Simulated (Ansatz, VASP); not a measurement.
# One calculation of Nb2WSe5, two programs

```
CELL_PARAMETERS angstrom
3.39852 0.00000 0.00000
-1.69926 2.94320 0.00000
0.00000 0.00000 17.47543
ATOMIC_POSITIONS crystal
Nb 0.33333 0.66667 0.60041
Nb 0.33333 0.66667 0.39959
W 0.00000 0.00000 0.00000
Se 0.33333 0.66667 0.90578
Se 0.33333 0.66667 0.09422
Se 0.00000 0.00000 0.50000
Se 0.00000 0.00000 0.69726
Se 0.00000 0.00000 0.30274
```

Alike in both runs: functional PBE; k mesh 4 × 4 × 1; occupations gaussian, width 0.15 eV; no spin polarisation.

Ansatz relaxed the structure, and its values are those at the end. VASP's run is a single point on that final structure, the one shown.

|  | VASP | Ansatz |
| --- | --- | --- |
| version | VASP 6.6.1 | Ansatz 0.2.0 |
| potentials or method | VASP PAW PBE potentials, release 64 (Nb_sv, W_sv, Se), cutoff 520 eV | scalar-relativistic, plane waves, PAW |
| valence electrons in the cell | 70 | 120 |

Ansatz gave:

| Item | Value |
| --- | --- |
| gap on the k mesh at the Fermi level (eV) | none |
| pressure (GPa) | 0.3 |
| rms of the force components (eV/Å) | 0.019 |

Question: Which values does VASP return?

Answer: gap on the k mesh at the Fermi level (eV): none; pressure (GPa): 0.3; rms of the force components (eV/Å): 0.028.

A gap of «none» marks a metal or a gap that the smearing closes. VASP's potentials hold 70 valence electrons a cell and Ansatz's 120, so a difference there can come from the potentials and not from the codes.

The k mesh is coarse, so the values compare programs but aren't converged. Neither program's run includes spin-orbit coupling.
